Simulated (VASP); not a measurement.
Runs of VASP 6.6.1 on Si5Te. The structure is that of space group F-43m (No. 216), or close to it. The cells are those of the table. 

```csv
task,cell,k mesh,gap on the mesh (eV),pressure (GPa),relaxed volume (Å³/atom),largest force (eV/Å)
single point,"a = 5.296 Å, angles 60.0°, 6 atoms",10 × 10 × 10,none,0.0,-,0.01
relaxation of cell and atoms,"relaxed from a = 5.275 Å, angles 60.0°, 6 atoms",10 × 10 × 10,none,0.0,(a),-
relaxation of cell and atoms,"relaxed from a = 5.550 Å, angles 60.0°, 6 atoms",4 × 4 × 4,none,0.3,17.22,0.02
single point,"a = 5.275 Å, angles 60.0°, 6 atoms",4 × 4 × 4,none,0.0,-,-
single point,"a = 5.550 Å, angles 60.0°, 6 atoms",4 × 4 × 4,none,-6.6,-,(b)
```

Alike in all rows: level PBE; potentials or basis VASP PAW PBE potentials, release 64 (Si, Te); no spin polarisation; cutoff (eV) 500; smearing gaussian 0.1 eV.

Fill in the values left out.

(a) 17.50; (b) 0.17.

Caveats: some runs use coarse meshes; spin-orbit coupling is left out, which moves the levels of the heavy elements.

A k mesh can miss the band edges, and the runs leave out spin-orbit coupling on Te.

A gap of «none» marks levels without a gap at the run's occupations.
